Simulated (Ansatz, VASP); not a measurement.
# Al2O3: VASP beside Ansatz

INCAR

```
SYSTEM = Al2O3
PREC     = Accurate       ! precision mode
ENCUT    = 520            ! plane-wave cutoff, eV
EDIFF    = 1E-6           ! SCF threshold, eV
ISMEAR   = 0              ! smearing method
SIGMA    = 0.05           ! smearing width, eV
LREAL    = .FALSE.        ! projectors in reciprocal space
LASPH    = .TRUE.         ! aspherical terms in the spheres
NELM     = 100            ! most SCF steps
ALGO     = Normal         ! electronic algorithm
ISIF     = 2              ! what is computed and relaxed
LWAVE    = .FALSE.        ! write WAVECAR
LCHARG   = .TRUE.         ! write CHGCAR
GGA      = PE             ! functional
LELF     = .TRUE.         ! ELF
LVHAR    = .TRUE.       
NBANDS   = 35             ! bands
```

KPOINTS

```
regular mesh
0
G
  6 6 6
  0 0 0
```

The input POSCAR:

```
Al2O3
1.0
    2.4043544254      1.3881546747      4.2651207610
   -2.4043544254      1.3881546747      4.2651207610
    0.0000000000     -2.7763093495      4.2651207609
Al O
4 6
Direct
    0.8521479318      0.8521479318      0.8521479318
    0.6478520682      0.6478520682      0.6478520682
    0.1478520682      0.1478520682      0.1478520682
    0.3521479318      0.3521479318      0.3521479318
    0.0561765927      0.4438234073      0.7500000000
    0.7500000000      0.0561765927      0.4438234073
    0.4438234073      0.7500000000      0.0561765927
    0.9438234073      0.5561765927      0.2500000000
    0.2500000000      0.9438234073      0.5561765927
    0.5561765927      0.2500000000      0.9438234073
```

Input for Ansatz:

```yaml
crystal:
  lattice:
    - [2.4043544254, 1.3881546747, 4.265120761]
    - [-2.4043544254, 1.3881546747, 4.265120761]
    - [0.0, -2.7763093495, 4.2651207609]
  atoms:
    - { symbol: Al, position: [0.8521479318, 0.8521479318, 0.8521479318] }
    - { symbol: Al, position: [0.6478520682, 0.6478520682, 0.6478520682] }
    - { symbol: Al, position: [0.1478520682, 0.1478520682, 0.1478520682] }
    - { symbol: Al, position: [0.3521479318, 0.3521479318, 0.3521479318] }
    - { symbol: O, position: [0.0561765927, 0.4438234073, 0.75] }
    - { symbol: O, position: [0.75, 0.0561765927, 0.4438234073] }
    - { symbol: O, position: [0.4438234073, 0.75, 0.0561765927] }
    - { symbol: O, position: [0.9438234073, 0.5561765927, 0.25] }
    - { symbol: O, position: [0.25, 0.9438234073, 0.5561765927] }
    - { symbol: O, position: [0.5561765927, 0.25, 0.9438234073] }
basis:
  ecutwfc: 420
kpoints:
  mp_grid: { grid: [6, 6, 6] }
hamiltonian:
  xc: pbe
scf:
  occupations: { method: gaussian, width: 0.05 }
output:
  forces: true
  stress: true
  eigenvalues: true
  write_density: true
  write_potential: true
  elf: true
  volumetric_format: npy
```

Change from the starting cell: strain +0.000 along x and y, -0.025 along z, atoms carried along.

Alike in both runs: task single point; functional PBE; k mesh 6 × 6 × 6; occupations gaussian, width 0.05 eV; no spin polarisation.

|  | VASP | Ansatz |
| --- | --- | --- |
| version | VASP 6.6.1 | Ansatz 0.2.0 |
| potentials or method | VASP PAW PBE potentials, release 64 (Al, O), cutoff 520 eV | scalar-relativistic, plane waves, PAW |
| valence electrons in the cell | 48 | 48 |

|  | VASP | Ansatz | Ansatz less VASP |
| --- | --- | --- | --- |
| gap on the k mesh at the Fermi level (eV) | 5.96 | 5.96 | +0.002 |
| least direct gap on the mesh (eV) | 5.96 | 5.96 | +0.002 |
| pressure (GPa) | 5.8 | 5.9 | +0.14 |
| traceless stress, the component that is largest in VASP (GPa) | 6.49 | 6.50 | +0.011 |
| rms of the force components (eV/Å) | 0.068 | 0.066 | -0.0020 |

Atom by atom the forces differ by 0.002 eV/Å (rms over components). The functional is the same, so the differences come from potentials, cutoffs and numerics.
